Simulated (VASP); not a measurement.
**CsI: single point with HSE06**

The system is CsI.

```
CELL_PARAMETERS angstrom
4.60808 0.00000 0.00000
0.00000 4.60808 0.00000
0.00000 0.00000 4.60808
ATOMIC_POSITIONS crystal
Cs 0.00000 0.00000 0.00000
I 0.50000 0.50000 0.50000
```

| Item | Value |
| --- | --- |
| Program | VASP 6.6.1 |
| Task | single point |
| Functional | HSE06 |
| Potentials or basis | VASP PAW PBE potentials, release 64 (Cs_sv, I) |
| Cutoff | 400 eV |
| k mesh | 4 × 4 × 4 |
| Occupations | gaussian, width 0.01 eV |
| Spin | no spin polarisation |

| Property | Result |
| --- | --- |
| Pressure | 0.2 GPa |
| Band gap on the k mesh | 4.78 eV, indirect (least direct gap 4.88 eV) |

Levels at points of the mesh, in eV from the valence-band top:
| k point | band 5 | band 6 | band 7 | band 8 | band 9 | band 10 | band 11 | band 12 |
| --- | --- | --- | --- | --- | --- | --- | --- | --- |
| (0.00, 0.00, 0.00) | -7.58 | -0.10 | -0.10 | -0.10 | 4.78 | 5.19 | 5.19 | 8.91 |
| (0.50, 0.00, 0.00) | -7.51 | -1.58 | -0.23 | -0.23 | 6.27 | 7.39 | 7.72 | 7.83 |
| (0.50, 0.50, 0.00) | -7.48 | -0.91 | -0.91 | 0.00 | 5.22 | 5.93 | 7.18 | 7.18 |
| (0.50, 0.50, 0.50) | -7.81 | -1.32 | -1.32 | -1.32 | 8.11 | 8.11 | 8.11 | 8.95 |

Wall time 9.4 min on 1 thread of Intel Xeon 8259CL, on a shared host, peak memory 0.28 GiB.

Caveat: the PAW data sets were made with another functional, which shifts forces and pressure a little; spin-orbit coupling is left out, which moves the levels of the heavy elements. A k mesh can miss the band edges.
